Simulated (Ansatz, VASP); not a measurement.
**One calculation of ScRu3, two programs**

File INCAR:

```
SYSTEM = ScRu3
PREC = Accurate ; ENCUT = 600
EDIFF = 1E-6 ; ISMEAR = -1
SIGMA = 0.05 ; LREAL = .False.
LASPH = .True. ; NELM = 150
ALGO = Fast ; ISIF = 3
LWAVE = .False. ; LCHARG = .False.
LMAXMIX = 4 ; LDAU = .True.
LDAUTYPE = 2 ; LDAUL = 2 2
LDAUU = 4 4 ; LDAUJ = 0 0
LDAUPRINT = 1 ; GGA = PS
IBRION = 2 ; NSW = 60
EDIFFG = -0.01
```

File KPOINTS:

```
regular mesh
0
Gamma
  7 7 7
  0 0 0
```

File POSCAR:

```
ScRu3
1.0
   -1.9492590000      1.9492590000      4.0222910000
    1.9492590000     -1.9492590000      4.0222910000
    1.9492590000      1.9492590000     -4.0222910000
Ru Sc
3 1
Direct
    0.5000000000      0.5000000000      0.0000000000
    0.2500000000      0.7500000000      0.5000000000
    0.7500000000      0.2500000000      0.5000000000
    0.0000000000      0.0000000000      0.0000000000
```

Contents of input.yaml:

```yaml
crystal:
  lattice:
    - [-1.949259, 1.949259, 4.022291]
    - [1.949259, -1.949259, 4.022291]
    - [1.949259, 1.949259, -4.022291]
  atoms:
    - { symbol: Ru, position: [0.5, 0.5, 0.0] }
    - { symbol: Ru, position: [0.25, 0.75, 0.5] }
    - { symbol: Ru, position: [0.75, 0.25, 0.5] }
    - { symbol: Sc, position: [0.0, 0.0, 0.0] }
hamiltonian:
  xc: pbesol
  pseudopotentials: { kind: paw }
  hubbard:
    sites:
      - { species: Ru, l: d, u_eff: 4.0 }
      - { species: Sc, l: d, u_eff: 4.0 }
kpoints:
  mp_grid: { grid: [7, 7, 7] }
scf:
  occupations: { method: fermi_dirac, width: 0.05 }
output:
  forces: true
  stress: true
  eigenvalues: true
relax:
  f_tol: 0.01
  max_steps: 40
  cell: { stress_tol: 0.05 }
```

Alike in both runs: task relaxation of cell and atoms; functional PBEsol; k mesh 7 × 7 × 7; occupations fermi-dirac, width 0.05 eV; no spin polarisation; Hubbard terms Ru d U = 4.0 eV, Sc d U = 4.0 eV.

|  | VASP | Ansatz |
| --- | --- | --- |
| version | VASP 6.6.1 | Ansatz 0.2.0 |
| potentials or method | VASP PAW PBE potentials, release 64 (Ru_pv, Sc_sv) | Ansatz PAW |
| plane-wave cutoff (eV) | 600 | 420 |
| valence electrons in the cell | 53 | 59 |

Ansatz gave:

```
gap on the k mesh at the Fermi level, each at its own relaxed structure (eV) : none
relaxed volume (Å³/atom)                                                     : 14.84
relaxed length of the cell vector where the two differ most in proportion (Å)              : 4.864
```

Question: Estimate VASP's values.

Answer: gap on the k mesh at the Fermi level, each at its own relaxed structure (eV): none; relaxed volume (Å³/atom): 14.81; relaxed length of the cell vector where the two differ most in proportion (Å): 4.869.

VASP's potentials were made for PBE, not for PBEsol. The programs project onto different local orbitals, so the same U acts differently, and such runs can settle in different states. A gap of «none» marks a metal or a gap that the smearing closes. VASP's potentials hold 53 valence electrons a cell and Ansatz's 59, so a difference there can come from the potentials and not from the codes.

Noted on Ansatz's run: the plane-wave basis is chosen anew once the cell has moved, so the energies of steps on either side of that aren't comparable.
